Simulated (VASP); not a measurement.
# MgH2Ir2 (P6/mmm) in VASP: a series of runs

MgH2Ir2 is run at these levels: PBE; tasks: single point, relaxation of cell and atoms.

Everything below comes from runs of VASP 6.6.1. Logs are shortened: lines on timing, memory, paths and dates and some standing lists are left out, and cuts for length are marked.

## 1. The cell of the first run

Symmetry: P6/mmm, No. 191, hexagonal system. The conventional cell has a = 2.815 Å, b = 2.815 Å, c = 7.990 Å, α = 90.00°, β = 90.00°, γ = 120.00°. Within 3.4 Å of Mg (site symmetry 6/mmm) lie 2 Ir at 2.55 Å and 6 Mg at 2.81 Å. H (site symmetry -6m2) has 3 H at 1.63 Å and 6 Ir at 2.17 Å within 2.2 Å. Within 2.9 Å of Ir (site symmetry 6mm) lie 6 H at 2.17 Å and 1 Mg at 2.55 Å and 7 Ir at 2.81 to 2.89 Å.

The cell was generated, and may not be a known phase.

## 2. Single point, PBE, collinear spin

INCAR

```
  ALGO = Fast
  EDIFF = 1E-7
  ENCUT = 520
  GGA = PE
  ISIF = 2
  ISMEAR = 0
  ISPIN = 2
  LASPH = T
  LCHARG = T
  LELF = T
  LMAXMIX = 4
  LORBIT = 11
  LREAL = F
  LVHAR = T
  LWAVE = F
  MAGMOM = 0 0 0 1 1
  NBANDS = 23
  NELM = 150
  PREC = Accurate
  SIGMA = 0.1
```

KPOINTS

```
k-points
0
Gamma
  6 6 2
```

POSCAR

```
MgH2Ir2
1.0
    2.8148542785      0.0000000000      0.0000000000
   -1.4074271393      2.4377353132      0.0000000000
    0.0000000000      0.0000000000      7.9897948285
Mg H Ir
1 2 2
Direct
    0.0000000000      0.0000000000      0.5000000000
    0.3333333333      0.6666666667      0.0000000000
    0.6666666667      0.3333333333      0.0000000000
    0.0000000000      0.0000000000      0.8192340171
    0.0000000000      0.0000000000      0.1807659829
```

Potentials or basis: VASP PAW PBE potentials, release 64 (Mg, H, Ir).

On the command line:

```
$ cat potpaw_PBE.64/Mg/POTCAR potpaw_PBE.64/H/POTCAR potpaw_PBE.64/Ir/POTCAR > POTCAR
$ mpirun -np 1 vasp_std > vasp.out
```

OUTCAR:

```text
EDIFF = 1E-7
   ENCUT = 520
   GGA = PE
   ISIF = 2
   ISMEAR = 0
   ISPIN = 2
   LASPH = T
   LORBIT = 11
   LREAL = F
   NELM = 150
   PREC = Accurate

 ion  position               nearest neighbor table
   1  0.000  0.000  0.500-   4 2.55   5 2.55
   2  0.333  0.667  0.000-
   3  0.667  0.333  0.000-
   4  0.000  0.000  0.819-   1 2.55   5 2.89
   5  0.000  0.000  0.181-   1 2.55   4 2.89

  LATTYP: Found a hexagonal cell.
 ALAT       =     2.8148542785
 C/A-ratio  =     2.8384399468

  Lattice vectors:

 A1 = (   2.8148542785,   0.0000000000,   0.0000000000)
 A2 = (  -1.4074271393,   2.4377353132,   0.0000000000)
 A3 = (   0.0000000000,   0.0000000000,   7.9897948285)

Analysis of symmetry for initial positions (statically):
=====================================================================
 Subroutine PRICEL returns:
 Original cell was already a primitive cell.

 Routine SETGRP: Setting up the symmetry group for a
 hexagonal supercell.

 Subroutine GETGRP returns: Found 24 space group operations
 (whereof 24 operations were pure point group operations)
 out of a pool of 24 trial point group operations.

The static configuration has the point symmetry D_6h.

Analysis of symmetry for dynamics (positions and initial velocities):
=====================================================================
 Subroutine PRICEL returns:
 Original cell was already a primitive cell.

 Routine SETGRP: Setting up the symmetry group for a
 hexagonal supercell.

 Subroutine GETGRP returns: Found 24 space group operations
 (whereof 24 operations were pure point group operations)
 out of a pool of 24 trial point group operations.

The dynamic configuration has the point symmetry D_6h.

Analysis of structural, dynamic, and magnetic symmetry:
=====================================================================
 Subroutine PRICEL returns:
 Original cell was already a primitive cell.

 Routine SETGRP: Setting up the symmetry group for a
 hexagonal supercell.

 Subroutine GETGRP returns: Found 24 space group operations
 (whereof 24 operations were pure point group operations)
 out of a pool of 24 trial point group operations.

The overall configuration has the point symmetry D_6h.

 Subroutine INISYM returns: Found 24 space group operations
 (whereof 24 operations are pure point group operations),
 and found     1 'primitive' translations

----------------------------------------------------------------------------------------

                                     Primitive cell

  volume of cell :      54.8249

  direct lattice vectors                    reciprocal lattice vectors
     2.814854278  0.000000000  0.000000000     0.355258177  0.205108404  0.000000000
    -1.407427139  2.437735313  0.000000000     0.000000000  0.410216808  0.000000000
     0.000000000  0.000000000  7.989794829     0.000000000  0.000000000  0.125159659

  length of vectors
     2.814854278  2.814854279  7.989794829     0.410216808  0.410216808  0.125159659

  position of ions in fractional coordinates (direct lattice)
     0.000000000  0.000000000  0.500000000
     0.333333333  0.666666667  0.000000000
     0.666666667  0.333333333  0.000000000
     0.000000000  0.000000000  0.819234017
     0.000000000  0.000000000  0.180765983

  ion indices of the primitive-cell ions
   primitive index   ion index
                 1           1
                 2           2
                 3           3
                 4           4
                 5           5

----------------------------------------------------------------------------------------

 KPOINTS: k-points

Automatic generation of k-mesh.
 Grid dimensions read from file:
 generate k-points for:    6    6    2

 Generating k-lattice:

  Cartesian coordinates                     Fractional coordinates (reciprocal lattice)
     0.059209696  0.034184734  0.000000000     0.166666667  0.000000000  0.000000000
     0.000000000  0.068369468  0.000000000     0.000000000  0.166666667  0.000000000
     0.000000000  0.000000000  0.062579830     0.000000000  0.000000000  0.500000000

  Length of vectors
     0.068369468  0.068369468  0.062579830

  Shift w.r.t. Gamma in fractional coordinates (k-lattice)
     0.000000000  0.000000000  0.000000000

 Subroutine IBZKPT returns following result:
 ===========================================

 Found     14 irreducible k-points:

 Following reciprocal coordinates:
            Coordinates               Weight
  0.000000  0.000000  0.000000      1.000000
  0.166667  0.000000  0.000000      6.000000
  0.333333  0.000000  0.000000      6.000000
  0.500000 -0.000000  0.000000      3.000000
  0.166667  0.166667  0.000000      6.000000
  0.333333  0.166667  0.000000     12.000000
  0.333333  0.333333  0.000000      2.000000
  0.000000  0.000000  0.500000      1.000000
  0.166667  0.000000  0.500000      6.000000
  0.333333  0.000000  0.500000      6.000000
  0.500000 -0.000000  0.500000      3.000000
  0.166667  0.166667  0.500000      6.000000
  0.333333  0.166667  0.500000     12.000000
  0.333333  0.333333  0.500000      2.000000
   k-points           NKPTS =     14   k-points in BZ     NKDIM =     14   number of bands    NBANDS=     23
   number of dos      NEDOS =    301   number of ions     NIONS =      5
   total plane-waves  NPLWV =  34560
   dimension x,y,z NGX =    24 NGY =   24 NGZ =   60
   dimension x,y,z NGXF=    48 NGYF=   48 NGZF=  120
   ions per type =               1   2   2
   NGX,Y,Z   is equivalent  to a cutoff of  14.17, 14.17, 12.48 a.u.
   NGXF,Y,Z  is equivalent  to a cutoff of  28.35, 28.35, 24.97 a.u.
 SYSTEM =  unknown system
   PREC   = accura    normal or accurate (medium, high low for compatibility)
   ISTART =      0    job   : 0-new  1-cont  2-samecut
   ICHARG =      2    charge: 1-file 2-atom 10-const
   ISPIN  =      2    spin polarized calculation?
   LNONCOLLINEAR =      F non collinear calculations
   LSORBIT =      F    spin-orbit coupling
   LASPH  =      T    aspherical Exc in radial PAW
   ENCUT  =  520.0 eV  38.22 Ry    6.18 a.u.   5.23  5.23 14.86*2*pi/ulx,y,z
   NELM   =    150;   NELMIN=  2; NELMDL= -5     # of ELM steps
   EDIFF  = 0.1E-06   stopping-criterion for ELM
   LREAL  =      F    real-space projection
   EDIFFG = 0.1E-05   stopping-criterion for IOM
   NSW    =      0    number of steps for IOM
   IBRION =     -1    ionic relax: 0-MD 1-quasi-New 2-CG
   NFREE  =      0    steps in history (QN), initial steepest desc. (CG)
   ISIF   =      2    stress and relaxation
   ISYM   =      2    0-nonsym 1-usesym 2-fastsym
   POTIM  = 0.5000    time-step for ionic-motion
   TEBEG  =    0.0;   TEEND  =   0.0 temperature during run
   PSTRESS=    0.0 pullay stress
   NELECT =      22.0000    total number of electrons
   NUPDOWN=      -1.0000    fix difference up-down
   EMIN   =  10.00;   EMAX   =-10.00  energy-range for DOS
   EFERMI =   0.00;   METHOD = LEGACY
   ISMEAR =     0;   SIGMA  =   0.10  broadening in eV -4-tet -1-fermi 0-gaus
   EFERMI_NEDOS =   21; number of points for ismear=-14 and -15
   IALGO  =     68    algorithm
   IMIX   =      4    mixing-type and parameters
     AMIX     =   0.40;   BMIX     =  1.00
     AMIX_MAG =   1.60;   BMIX_MAG =  1.00
  volume/ion in A,a.u.               =      10.96        74.00
  Fermi-wavevector in a.u.,A,eV,Ry     =   1.207507  2.281858 19.838293  1.458073
  Thomas-Fermi vector in A             =   2.343143
   LORBIT       =     11    0 simple, 1 ext, 2 COOP (PROOUT), +10 PAW based schemes
   GGA     = PE    functional components
   LHFCALC =     F    Hartree Fock is set to
   AEXX    =    0.0000 exact exchange contribution
   IVDW    =     0    specifies the selected vdW correction
   LEPSILON=     F    determine dielectric tensor
   LRPA    =     F    only Hartree local field effects (RPA)
 spin polarized calculation
 RMM-DIIS sequential band-by-band and
 Gauss-broadening in eV      SIGMA  =   0.10
  energy-cutoff  :      520.00
  volume of cell :       54.82
 maximum number of plane-waves:      1493
 NGX is ok and might be reduce to    24
   NGX = 11   NGY = 11   NGZ = 29

 number of electron      22.0000001 magnetization       0.7459210

 Free energy of the ion-electron system (eV)
  ---------------------------------------------------
  ext. energy  EPLUGINS =         0.00000000
  ---------------------------------------------------
  free energy    TOTEN  =       -22.94541602 eV

  energy without entropy =      -22.92306278  energy(sigma->0) =      -22.93423940

 E-fermi :   6.4231     XC(G=0): -11.7815

 val. band max:        6.3810660164   @ k =   0.5000  -0.0000   0.5000
 cond. band min:       6.4372977673   @ k =   0.0000   0.0000   0.0000
 fundamental gap:      0.0562317509
 Fermi energy:         6.4231443729

 spin component 1

 k-point     1 :       0.0000    0.0000    0.0000
  band No.  band energies     occupation
      1      -5.9756      1.00000
      2      -0.9540      1.00000
      3      -0.2125      1.00000
      4       1.1629      1.00000
      5       3.4116      1.00000
      6       3.5816      1.00000
[... 15 lines left out ...]
     22      23.2277      0.00000
     23      23.6032      0.00000

 k-point     2 :       0.1667    0.0000    0.0000
  band No.  band energies     occupation
      1      -5.3194      1.00000
      2       0.0455      1.00000
      3       0.1925      1.00000
      4       1.7068      1.00000
      5       2.8152      1.00000
      6       3.3237      1.00000
[... 15 lines left out ...]
     22      21.8042      0.00000
     23      22.0156      0.00000
[... 284 lines left out ...]
     22      17.8377      0.00000
     23      20.4704      0.00000

 k-point    14 :       0.3333    0.3333    0.5000
  band No.  band energies     occupation
      1      -1.0053      1.00000
      2      -1.0053      1.00000
      3       2.8758      1.00000
      4       3.2641      1.00000
      5       3.2641      1.00000
      6       3.3475      1.00000
[... 15 lines left out ...]
     22      16.2579      0.00000
     23      20.3840      0.00000
 Fermi energy:         6.4231443729

 spin component 2

 k-point     1 :       0.0000    0.0000    0.0000
  band No.  band energies     occupation
      1      -5.9451      1.00000
      2      -0.8323      1.00000
      3      -0.1310      1.00000
      4       1.3095      1.00000
      5       3.5006      1.00000
      6       3.8502      1.00000
[... 15 lines left out ...]
     22      23.3057      0.00000
     23      23.6545      0.00000

 k-point     2 :       0.1667    0.0000    0.0000
  band No.  band energies     occupation
      1      -5.2907      1.00000
      2       0.1680      1.00000
      3       0.2805      1.00000
      4       1.8636      1.00000
      5       3.0354      1.00000
      6       3.5400      1.00000
[... 15 lines left out ...]
     22      21.8728      0.00000
     23      22.0879      0.00000
[... 284 lines left out ...]
     22      17.9168      0.00000
     23      20.5956      0.00000

 k-point    14 :       0.3333    0.3333    0.5000
  band No.  band energies     occupation
      1      -0.9347      1.00000
      2      -0.9347      1.00000
      3       2.9743      1.00000
      4       3.4569      1.00000
      5       3.4569      1.00000
      6       3.5434      1.00000
[... 15 lines left out ...]
     22      16.3830      0.00000
     23      20.4960      0.00000

------------------------ aborting loop because EDIFF is reached ----------------------------------------

  FORCE on cell =-STRESS in cart. coord.  units (eV):
  Direction    XX          YY          ZZ          XY          YZ          ZX
  --------------------------------------------------------------------------------------
  -------------------------------------------------------------------------------------
  Total        0.0778309      0.0778309      0.0821800     -0.0000000      0.0000000      0.0000000
  in kB        2.2744934      2.2744934      2.4015890     -0.0000000      0.0000000      0.0000000
  external PRESSURE =       2.3168586 kB  Pullay stress =       0.0000000 kB

 VOLUME and BASIS-vectors are now :
 -----------------------------------------------------------------------------
  energy-cutoff  :      520.00
  volume of cell :       54.82
      direct lattice vectors                 reciprocal lattice vectors
     2.814854278  0.000000000  0.000000000     0.355258177  0.205108404  0.000000000
    -1.407427139  2.437735313  0.000000000     0.000000000  0.410216808  0.000000000
     0.000000000  0.000000000  7.989794829     0.000000000  0.000000000  0.125159659

 POSITION                                       TOTAL-FORCE (eV/Angst)
 -----------------------------------------------------------------------------------
      0.00000      0.00000      3.99490        -0.000000     -0.000000      0.000000
     -0.00000      1.62516      0.00000         0.000000      0.000000      0.000000
      1.40743      0.81258      0.00000        -0.000000     -0.000000      0.000000
      0.00000      0.00000      6.54551        -0.000000     -0.000000     -0.112731
      0.00000      0.00000      1.44428        -0.000000      0.000000      0.112731
 -----------------------------------------------------------------------------------
    total drift:                                0.000000      0.000000      0.000000

  FREE ENERGIE OF THE ION-ELECTRON SYSTEM (eV)
  ---------------------------------------------------
  free  energy   TOTEN  =       -22.9454160248 eV

  energy  without entropy=      -22.9230627753  energy(sigma->0) =      -22.93423940

 total charge

# of ion       s       p       d       tot
------------------------------------------
    1        0.257   0.161   0.029   0.447
    2        0.394   0.035   0.000   0.429
    3        0.394   0.035   0.000   0.429
    4        0.602   0.519   7.081   8.202
    5        0.602   0.519   7.081   8.202
--------------------------------------------------
tot          2.249   1.269  14.191  17.709

 magnetization (x)

# of ion       s       p       d       tot
------------------------------------------
    1        0.003   0.008   0.000   0.012
    2       -0.003   0.000   0.000  -0.003
    3       -0.003   0.000   0.000  -0.003
    4        0.002   0.008   0.335   0.345
    5        0.002   0.008   0.335   0.345
--------------------------------------------------
tot          0.000   0.025   0.671   0.695
```

It took 60 s on 1 thread of Oxide Virtual Turin-like, shared host; peak memory 0.19 GiB.

Results:

```
Free energy                                           : -22.9454 eV
Pressure                                              : 0.2 GPa
Largest force                                         : 0.113 eV/Å
Net moment                                            : 0.75 μB per cell
Site moments                                          : Mg +0.01; H -0.00; Ir +0.34 μB
Valence electrons inside the program's atomic spheres : Mg 0.45; H 0.43; Ir 8.20
```

Forces in eV/Å, atoms in the order of the input:
```
Mg   0.000  0.000  0.000
H    0.000  0.000  0.000
H    0.000  0.000  0.000
Ir   0.000  0.000 -0.113
Ir   0.000  0.000  0.113
```

Levels at points of the mesh, in eV from the Fermi level:
Spin up:
| k point | band 9 | band 10 | band 11 | band 12 | band 13 | band 14 |
| --- | --- | --- | --- | --- | --- | --- |
| (0.00, 0.00, 0.00) | -2.61 | -0.79 | -0.79 | 0.01 | 0.01 | 1.84 |
| (0.50, 0.00, 0.00) | -0.66 | -0.42 | 1.07 | 1.14 | 1.56 | 1.96 |
| (0.00, 0.00, 0.50) | -2.61 | -0.79 | -0.79 | 0.02 | 0.02 | 0.99 |
| (0.50, 0.00, 0.50) | -0.67 | -0.04 | 0.70 | 1.07 | 1.14 | 2.66 |
Spin down:
| k point | band 8 | band 9 | band 10 | band 11 | band 12 | band 13 |
| --- | --- | --- | --- | --- | --- | --- |
| (0.00, 0.00, 0.00) | -2.34 | -2.34 | -0.57 | -0.57 | 0.25 | 0.25 |
| (0.50, 0.00, 0.00) | -0.70 | -0.44 | -0.36 | 1.37 | 1.44 | 1.64 |
| (0.00, 0.00, 0.50) | -2.34 | -2.34 | -0.57 | -0.57 | 0.25 | 0.25 |
| (0.50, 0.00, 0.50) | -1.57 | -0.44 | 0.10 | 0.76 | 1.37 | 1.44 |

Caveat: the k points lie up to 0.43 Å⁻¹ apart; a moment this small can come from the mesh or the smearing; spin-orbit coupling is left out, which moves the levels of the heavy elements.

(Part 1 of 2 ends here.)
